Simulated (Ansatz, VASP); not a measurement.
# Two plane-wave programs on Sn3Te2

```
Sn Te
1.0
     4.55694    0.00000    0.00000
     0.00000    4.55694    0.00000
     0.00000    0.00000   15.13871
Sn Te
6 4
Direct
  0.00000 0.50000 0.39552
  0.00000 0.50000 0.81798
  0.50000 0.00000 0.60448
  0.50000 0.00000 0.18202
  0.50000 0.50000 0.00000
  0.00000 0.00000 0.00000
  0.00000 0.50000 0.18466
  0.00000 0.50000 0.60393
  0.50000 0.00000 0.81534
  0.50000 0.00000 0.39607
```

Alike in both runs: functional PBE; k mesh 8 × 8 × 2; occupations gaussian, width 0.1 eV; no spin polarisation.

Ansatz relaxed the structure, and its values are those at the end. VASP's run is a single point on that final structure, the one shown.

```csv
,VASP,Ansatz
version,VASP 6.6.1,Ansatz 0.2.0
potentials or method,"VASP PAW PBE potentials, release 64 (Sn_d, Te), cutoff 520 eV","scalar-relativistic, plane waves, PAW"
valence electrons in the cell,108,148
```

|  | VASP | Ansatz | Ansatz less VASP |
| --- | --- | --- | --- |
| gap on the k mesh at the Fermi level (eV) | none | none | - |
| pressure (GPa) | 0.0 | 0.0 | +0.03 |

A gap of «none» marks a metal or a gap that the smearing closes. With one functional, cell and mesh, what is left measures potentials, basis and numerics. VASP's potentials hold 108 valence electrons a cell and Ansatz's 148, so a difference there can come from the potentials and not from the codes.

Spin-orbit coupling is off throughout.
